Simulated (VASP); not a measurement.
A run of VASP 6.6.1 is set up as follows.

Contents of INCAR:

```
SYSTEM = TaN
PREC = Accurate ; ENCUT = 520
EDIFF = 1E-6 ; ISMEAR = -1
SIGMA = 0.05 ; LREAL = .False.
LASPH = .True. ; NELM = 80
ALGO = Normal ; ISIF = 2
LWAVE = .False. ; LCHARG = .True.
GGA = RE ; LELF = .True.
LVHAR = .True. ; NBANDS = 24
```

File KPOINTS:

```
Automatic mesh
0
Gamma
  6 6 3
  0 0 0
```

The input POSCAR:

```
TaN
1.0
    2.9217699809      0.0000000000      0.0000000000
   -1.4608849905      2.5303270275      0.0000000000
    0.0000000000      0.0000000000      5.9165150000
Ta N
2 2
Direct
    0.0000000000      0.0000000000      0.5000000000
    0.0000000000      0.0000000000      0.0000000000
    0.3333333333      0.6666666667      0.2500000000
    0.6666666667      0.3333333333      0.7500000000
```

Potentials or basis: VASP PAW PBE potentials, release 64 (Ta_pv, N).

The run is started by

```bash
$ cat potpaw_PBE.64/Ta_pv/POTCAR potpaw_PBE.64/N/POTCAR > POTCAR
$ mpirun -np 1 vasp_std > vasp.out
```

(1) Predict the pressure.

(2) Predict the band gap on the k mesh.

Answers

(1) 2.5 GPa.

(2) zero (band 16 reaches 8.86 eV, above the bottom of band 17 at 7.67 eV).

Caveat: the k points lie up to 0.41 Å⁻¹ apart; the PAW data sets were made with another functional, which shifts forces and pressure a little; spin-orbit coupling is left out, which moves the levels of the heavy elements.
